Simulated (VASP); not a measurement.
A run of VASP 6.6.1:

File INCAR:

```
SYSTEM = SiC
ALGO = Normal
EDIFF = 1E-6
EDIFFG = -0.002
ENCUT = 600
GGA = PS
IBRION = 2
ISIF = 3
ISMEAR = 0
LASPH = .TRUE.
LCHARG = .FALSE.
LREAL = .FALSE.
LWAVE = .FALSE.
NELM = 80
NSW = 100
PREC = Accurate
PSTRESS = 150.0
SIGMA = 0.01
```

File KPOINTS:

```
k-points
0
G
  8 8 6
  0 0 0
```

POSCAR

```
SiC
1.0
    3.0757719604      0.0000000000      0.0000000000
   -1.5378859802      2.6636966539      0.0000000000
    0.0000000000      0.0000000000      5.0475313094
Si C
2 2
Direct
    0.3333333333      0.6666666667      0.0045931156
    0.6666666667      0.3333333333      0.5045931156
    0.3333333333      0.6666666667      0.3804068844
    0.6666666667      0.3333333333      0.8804068844
```

Potentials or basis: VASP PAW PBE potentials, release 64 (Si, C).

Launch:

```console
$ cat potpaw_PBE.64/Si/POTCAR potpaw_PBE.64/C/POTCAR > POTCAR
$ mpirun -np 1 vasp_std > vasp.out
```

Hardware: 1 thread of Intel Xeon 8259CL, on a shared host.

How long does it take, and how much memory?

It took 2.6 min on 1 thread of Intel Xeon 8259CL, on a shared host, peak memory 0.19 GiB. Counts: scf iterations 53, k points 40, ion steps 11.
